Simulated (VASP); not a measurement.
A run of VASP 6.6.1 is set up as follows.

INCAR

```
SYSTEM = V
  ALGO = Normal
  EDIFF = 1E-7
  ENCUT = 520
  GGA = PE
  ISIF = 2
  ISMEAR = -1
  ISPIN = 2
  LASPH = .True.
  LCHARG = .False.
  LMAXMIX = 4
  LORBIT = 11
  LREAL = .False.
  LWAVE = .False.
  MAGMOM = 0.5
  NBANDS = 16
  NELM = 150
  NUPDOWN = 0.5
  PREC = Accurate
  SIGMA = 0.05
```

File KPOINTS:

```
k-points
0
Gamma
  10 10 10
  0 0 0
```

File POSCAR:

```
V
1.0
   -0.0756486300      2.0481251500      1.8548618400
    1.9021292400      0.0263380700      1.7528751400
    1.8823854000      1.9263946100      0.0460819200
V
1
Direct
    0.0000000000      0.0000000000      0.0000000000
```

Potentials or basis: VASP PAW PBE potentials, release 64 (V_sv).

Launch:

```sh
$ cat potpaw_PBE.64/V_sv/POTCAR > POTCAR
$ mpirun -np 1 vasp_std > vasp.out
```

Estimate the pressure.

4.6 GPa.

Stress tensor (GPa, compression positive):
```
 8.72  2.12  1.46
 2.12 11.18 -1.01
 1.46 -1.01 -6.19
```

Caveat: the stress differs along the axes, from -6 to 11 GPa; the total moment is fixed, so each spin has its own Fermi level and the state may be an excited one.
